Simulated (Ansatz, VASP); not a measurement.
Ga in VASP and in Ansatz

```
Ga
1.0
     2.76603    0.00000    0.00000
     0.00000    2.76603    0.00000
     0.00000    0.00000    2.76603
Ga
1
Cartesian
  0.0000 0.0000 0.0000
```

Alike in both runs: task relaxation of cell and atoms; functional RPBE; k mesh 11 × 11 × 11; occupations fermi-dirac, width 0.1 eV; no spin polarisation.

|  | VASP | Ansatz |
| --- | --- | --- |
| version | VASP 6.6.1 | Ansatz 0.2.0 |
| potentials or method | VASP PAW PBE potentials, release 64 (Ga_d), cutoff 600 eV | plane waves (420 eV) with PAW, scalar-relativistic |
| valence electrons in the cell | 13 | 13 |

```tsv
	VASP	Ansatz	Ansatz less VASP
relaxed volume (Å³/atom)	21.10	21.08	-0.025
relaxed cell length with the largest relative difference (Å)	2.764	2.762	-0.0011
```

VASP's potentials were made for PBE, not for RPBE.
